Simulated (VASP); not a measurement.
Here is a VASP 6.6.1 calculation.

Contents of INCAR:

```
PREC = Accurate
ENCUT = 400
EDIFF = 1E-8
ISMEAR = -1
SIGMA = 0.02
LREAL = False
LASPH = True
NELM = 120
ALGO = Normal
ISIF = 2
LWAVE = False
LCHARG = False
GGA = PS
LEFG = True
NBANDS = 14
GGA_COMPAT = False
```

The input KPOINTS:

```
Automatic mesh
0
Gamma
  8 8 8
```

POSCAR

```
NaCl
1.0
    2.8883186734      0.0000000000      0.0000000000
    0.0000000000      2.8883186734      0.0000000000
    0.0000000000      0.0000000000      2.8883186734
Na Cl
1 1
Direct
    0.0000000000      0.0000000000      0.0000000000
    0.5000000000      0.5000000000      0.5000000000
```

Potentials or basis: VASP PAW PBE potentials, release 64 (Na_pv, Cl).

The run is started by

```bash
$ cat potpaw_PBE.64/Na_pv/POTCAR potpaw_PBE.64/Cl/POTCAR > POTCAR
$ mpirun -np 1 vasp_std > vasp.out
```

Problem. Predict the pressure.

Solution. 52.8 GPa.

Problem. Estimate the band gap on the k mesh.

Solution. 4.32 eV, direct.

Caveat: without QUAD_EFG the Cq values of the log hold for a quadrupole moment of 1 mb, not for the nuclei; the PAW data sets were made with another functional, which shifts forces and pressure a little. A k mesh can miss the band edges.
